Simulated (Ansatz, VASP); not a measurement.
## Al in VASP and in Ansatz

```xyz
1
Lattice="0.0000 1.9794 1.9794 1.9794 0.0000 1.9794 1.9794 1.9794 0.0000" Properties=species:S:1:pos:R:3 pbc="T T T"
Al    0.0000    0.0000    0.0000
```

Alike in both runs: task single point; functional PBE; k mesh 18 × 18 × 18; occupations gaussian, width 0.1 eV; no spin polarisation.

```csv
,VASP,Ansatz
version,VASP 6.6.1,Ansatz 0.2.0
potentials or method,"VASP PAW PBE potentials, release 64 (Al), cutoff 500 eV","scalar-relativistic, all-electron LAPW"
```

|  | VASP | Ansatz | Ansatz less VASP |
| --- | --- | --- | --- |
| gap on the k mesh at the Fermi level (eV) | none | none | - |
| pressure (GPa) | 5.4 | 5.4 | +0.02 |

A gap of «none» marks a metal or a gap that the smearing closes. Ansatz ran all-electron here, and VASP with PAW potentials.
